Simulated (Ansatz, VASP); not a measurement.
**Two plane-wave programs on WSe2**

```xyz
6
Lattice="3.2790 0.0000 0.0000 -1.6395 2.8397 0.0000 0.0000 0.0000 12.7886" Properties=species:S:1:pos:R:3 pbc="T T T"
W     0.0000    1.8931    3.1972
W     1.6395    0.9466    9.5915
Se   -0.0647    1.8558    7.9736
Se    1.6395    0.9466    1.5128
Se    0.0000    1.8931   11.2758
Se    1.6395    0.9466    4.8815
```

Alike in both runs: task single point; functional PBE; dispersion D3(BJ); k mesh 12 × 12 × 2; occupations gaussian, width 0.05 eV; no spin polarisation.

|  | VASP | Ansatz |
| --- | --- | --- |
| version | VASP 6.6.1 | Ansatz 0.2.0 |
| potentials or method | VASP PAW PBE potentials, release 64 (W_sv, Se), cutoff 520 eV | scalar-relativistic, plane waves, PAW |
| valence electrons in the cell | 52 | 92 |

```csv
,VASP,Ansatz,Ansatz less VASP
gap on the k mesh at the Fermi level (eV),0.88,0.88,+0.005
least direct gap on the mesh (eV),1.46,1.46,+0.004
pressure (GPa),2.0,1.6,-0.35
"traceless stress, the component that is largest in VASP (GPa)",-1.45,-1.45,+0.007
rms of the force components (eV/Å),0.489,0.478,-0.0108
```

Atom by atom the forces differ by 0.024 eV/Å (rms over components). VASP's potentials hold 52 valence electrons a cell and Ansatz's 92, so a difference there can come from the potentials and not from the codes.

Spin-orbit coupling is off throughout.
